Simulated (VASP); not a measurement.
Write the native input for VASP 6.6.1 that does the following.

```
Task                   : relaxation of cell and atoms
Functional             : PBE
Potentials or basis    : VASP PAW PBE potentials, release 64 (Hf_pv, Al, O)
Cutoff                 : 600 eV
k mesh                 : 4 × 4 × 4
Occupations            : gaussian, width 0.1 eV
Spin                   : no spin polarisation
Dipole correction      : no
Further INCAR settings : ALGO = Normal; EDIFF = 1e-06; IBRION = 2; EDIFFG = -0.04; NSW = 90; ISIF = 3
```

The structure of HfAl3O4 lies in POSCAR:

```
HfAl3O4
1.0
   -3.1110746100      3.1110746100      3.1110746100
    3.1110746100     -3.1110746100      3.1110746100
    3.1110746100      3.1110746100     -3.1110746100
Hf Al O
1 3 4
Direct
    0.0000000000      0.0000000000      0.0000000000
    0.0000000000      0.5000000000      0.5000000000
    0.5000000000      0.0000000000      0.5000000000
    0.5000000000      0.5000000000      0.0000000000
    0.5000000000      0.5000000000      0.5000000000
    0.0000000000      0.0000000000      0.5000000000
    0.0000000000      0.5000000000      0.0000000000
    0.5000000000      0.0000000000      0.0000000000
```

The input as run:

INCAR

```
PREC     = Accurate       # precision mode
ENCUT    = 600            # plane-wave cutoff, eV
EDIFF    = 1E-6           # SCF threshold, eV
ISMEAR   = 0              # smearing method
SIGMA    = 0.1            # smearing width, eV
LREAL    = F              # projectors in reciprocal space
LASPH    = T              # aspherical terms in the spheres
NELM     = 100            # most SCF steps
ALGO     = Normal         # electronic algorithm
ISIF     = 3              # what is computed and relaxed
LWAVE    = F              # write WAVECAR
LCHARG   = F              # write CHGCAR
GGA      = PE             # functional
IBRION   = 2              # ionic algorithm
NSW      = 90             # ionic steps
EDIFFG   = -0.04          # ionic threshold
```

KPOINTS

```
Automatic mesh
0
Gamma
  4 4 4
```

Potentials or basis: VASP PAW PBE potentials, release 64 (Hf_pv, Al, O).

Launch:

```bash
$ cat potpaw_PBE.64/Hf_pv/POTCAR potpaw_PBE.64/Al/POTCAR potpaw_PBE.64/O/POTCAR > POTCAR
$ mpirun -np 1 vasp_std > vasp.out
```

It gave:

```
Relaxed volume                         : 10.88 Å³/atom
Relaxed cell                           : a = 4.836 Å, b = 4.836 Å, c = 4.836 Å, α = 109.47°, β = 109.47°, γ = 109.47°
Space group after relaxing (to 0.05 Å) : Im-3m (No. 229)
Energy gained by relaxing              : 412.3 meV/atom
Ionic steps                            : 3
Pressure after relaxing                : 0.1 GPa
```

Caveat: the volume moved by over 15 % at a fixed basis, so the end points are rough; an odd number of electrons without spin polarisation forces a metal; a magnetic or distorted state may lie lower.

Wall time 82 s on 1 thread of Intel(R) Xeon(R) Platinum 8559C (Emerald Rapids), with other jobs on the host, peak memory 0.34 GiB.
